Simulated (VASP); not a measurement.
Runs of VASP 6.6.1 on Ga2GeO2. The structure is that of space group P4mm (No. 99), or close to it. The cells are those of the table. 

| task | cell | k mesh | cutoff (eV) | gap on the mesh (eV) | pressure (GPa) | relaxed volume (Å³/atom) | largest force (eV/Å) |
| --- | --- | --- | --- | --- | --- | --- | --- |
| single point | a = 3.801, b = 3.801, c = 5.477 Å, 5 atoms | 4 × 4 × 4 | 520 | none | (a) | - | 0.06 |
| relaxation of cell and atoms | relaxed from a = 4.766, b = 4.766, c = 3.788 Å, 5 atoms | 4 × 4 × 4 | 600 | none | -0.1 | 15.23 | 0.03 |
| relaxation of cell and atoms | relaxed from a = 3.801, b = 3.801, c = 5.477 Å, 5 atoms | 10 × 10 × 8 | 600 | none | 0.0 | 16.66 | - |
| single point | a = 3.817, b = 3.817, c = 5.772 Å, 5 atoms | 10 × 10 × 8 | 520 | none | 0.2 | - | 0.06 |
| single point | a = 4.766, b = 4.766, c = 3.788 Å, 5 atoms | 4 × 4 × 4 | 520 | none | (b) | - | 3.49 |

Alike in all rows: level PBE; potentials or basis VASP PAW PBE potentials, release 64 (Ga_d, Ge_d, O); no spin polarisation; smearing gaussian 0.1 eV.

Task: Fill in the values left out.

Result: (a) 0.1; (b) 9.2.

Caveats: some runs use coarse meshes; forces of over 1 eV/Å act on the atoms, so gaps and moduli don't describe the material at rest (some runs).

A k mesh can miss the band edges, and the runs leave out spin-orbit coupling on Ga, Ge.

A gap of «none» marks levels without a gap at the run's occupations.
